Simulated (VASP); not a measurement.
Input of a VASP 6.6.1 run:

The input INCAR:

```
ALGO = Normal
EDIFF = 1E-6
ENCUT = 520
GGA = RP
ISIF = 2
ISMEAR = -1
ISPIN = 2
LASPH = True
LCHARG = False
LMAXMIX = 4
LORBIT = 11
LREAL = False
LWAVE = False
MAGMOM = -0.852 -0.852
NBANDS = 21
NELM = 150
PREC = Accurate
SIGMA = 0.05
```

Contents of KPOINTS:

```
k-points
0
Gamma
  12 12 12
```

POSCAR

```
Ni
1.0
    0.0000000000      2.5470816316      2.5470816316
    2.5470816316      0.0000000000      2.5470816316
    2.5470816316      2.5470816316      0.0000000000
Ni
2
Direct
    0.1250000000      0.1250000000      0.1250000000
    0.8750000000      0.8750000000      0.8750000000
```

Potentials or basis: VASP PAW PBE potentials, release 64 (Ni).

The run is started by

```sh
$ cat potpaw_PBE.64/Ni/POTCAR > POTCAR
$ mpirun -np 1 vasp_std > vasp.out
```

Question: Estimate the net moment.

Answer: -1.56 μB per cell.

Question: What does it give for the site moments?

Answer: Ni -0.79 μB.

Question: Estimate the pressure.

Answer: 3.7 GPa.

Caveat: the cell stands under pressure; the PAW data sets were made with another functional, which shifts forces and pressure a little.
